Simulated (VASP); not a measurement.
Here is a VASP 6.6.1 calculation.

Contents of INCAR:

```
SYSTEM = Hf5O9
ALGO     = Normal         ! electronic algorithm
EDIFF    = 1E-6           ! SCF threshold, eV
ENCUT    = 520            ! plane-wave cutoff, eV
GGA      = PE             ! functional
ISIF     = 2              ! what is computed and relaxed
ISMEAR   = 0              ! smearing method
LASPH    = .True.         ! aspherical terms in the spheres
LCHARG   = .False.        ! write CHGCAR
LREAL    = .False.        ! projectors in reciprocal space
LWAVE    = .False.        ! write WAVECAR
NBANDS   = 65             ! bands
NELECT   = 102.0        
NELM     = 80             ! most SCF steps
PREC     = Accurate       ! precision mode
SIGMA    = 0.05           ! smearing width, eV
```

File KPOINTS:

```
k-points
0
Gamma
  4 4 4
  0 0 0
```

File POSCAR:

```
Hf5O9
1.0
   -5.0981362878      0.0000000000      0.0000000000
   -2.5490681439      5.0981362878     -2.5490681439
   -2.5490681439     -2.5490681439     -5.0981362878
Hf O
5 9
Direct
    0.8000000000      0.8000000000      0.6000000000
    0.6000000000      0.6000000000      0.2000000000
    0.4000000000      0.4000000000      0.8000000000
    0.2000000000      0.2000000000      0.4000000000
    1.0000000000      0.0000000000      1.0000000000
    0.0500000000      0.3000000000      0.1000000000
    0.8500000000      0.1000000000      0.7000000000
    0.6500000000      0.9000000000      0.3000000000
    0.4500000000      0.7000000000      0.9000000000
    0.9500000000      0.7000000000      0.9000000000
    0.7500000000      0.5000000000      0.5000000000
    0.5500000000      0.3000000000      0.1000000000
    0.2685949444      0.0333200000      0.7333400000
    0.1500000000      0.9000000000      0.3000000000
```

Potentials or basis: VASP PAW PBE potentials, release 64 (Hf_pv, O).

Launch:

```bash
$ cat potpaw_PBE.64/Hf_pv/POTCAR potpaw_PBE.64/O/POTCAR > POTCAR
$ mpirun -np 1 vasp_std > vasp.out
```

(1) Estimate the largest force.

## Answers

(1) 14.872 eV/Å.

Caveat: the cell carries a net charge on a neutralising background, which shifts energy and pressure; the cell differs from its parent crystal (atom 13 moved -0.167 of the way to it and +0.500 Å across, host rigid).
